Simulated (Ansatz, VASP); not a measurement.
Bi: VASP beside Ansatz

File INCAR:

```
SYSTEM = Bi
ALGO     = Normal         ! electronic algorithm
EDIFF    = 1E-6           ! SCF threshold, eV
ENCUT    = 520            ! plane-wave cutoff, eV
GGA      = RE             ! functional
ISIF     = 2              ! what is computed and relaxed
ISMEAR   = -1             ! smearing method
LASPH    = .True.         ! aspherical terms in the spheres
LCHARG   = .False.        ! write CHGCAR
LREAL    = .False.        ! projectors in reciprocal space
LWAVE    = .False.        ! write WAVECAR
NBANDS   = 22             ! bands
NELM     = 80             ! most SCF steps
PREC     = Accurate       ! precision mode
SIGMA    = 0.1            ! smearing width, eV
```

File KPOINTS:

```
k-points
0
Gamma
  12 12 6
  0 0 0
```

The input POSCAR:

```
Bi
1.0
    3.6114108308      0.0000000000      0.0000000000
   -1.8057054154      3.1275735229      0.0000000000
    0.0000000000      0.0000000000      5.9421842734
Bi
2
Direct
    0.3333333333      0.6666666667      0.2500000000
    0.6666666667      0.3333333333      0.7500000000
```

Input for Ansatz:

```yaml
crystal:
  lattice:
    - [3.6114108308, 0.0, 0.0]
    - [-1.8057054154, 3.1275735229, 0.0]
    - [0.0, 0.0, 5.9421842734]
  atoms:
    - { symbol: Bi, position: [0.3333333333, 0.6666666667, 0.25] }
    - { symbol: Bi, position: [0.6666666667, 0.3333333333, 0.75] }
hamiltonian:
  xc: revpbe
  pseudopotentials:
    kind: paw
    azcp:
      Bi: "pseudopotentials/Bi.paw.azcp"
basis:
  ecutwfc: 420
  fft_grid_basis: typed
kpoints:
  mp_grid: { grid: [12, 12, 6], shift: [0, 0, 0] }
magnetization:
  spin_polarized: false
scf:
  occupations: { method: fermi_dirac, width: 0.1 }
  lower_state_search: "off"
output:
  stress: true
  write_density: true
  write_potential: true
  elf: true
  volumetric_format: npy
```

Alike in both runs: task single point; functional revPBE; k mesh 12 × 12 × 6; occupations fermi-dirac, width 0.1 eV; no spin polarisation.

```csv
,VASP,Ansatz
version,VASP 6.6.1,Ansatz 0.2.0
potentials or method,"VASP PAW PBE potentials, release 64 (Bi_d), cutoff 520 eV","plane waves (420 eV) with PAW, scalar-relativistic"
valence electrons in the cell,30,30
```

```tsv
	VASP	Ansatz	Ansatz less VASP
pressure (GPa)	-1.9	-1.9	+0.07
traceless stress, the component that is largest in VASP (GPa)	0.53	0.53	-0.004
```

VASP's potentials were made for PBE, not for revPBE.

Spin-orbit coupling is off throughout.
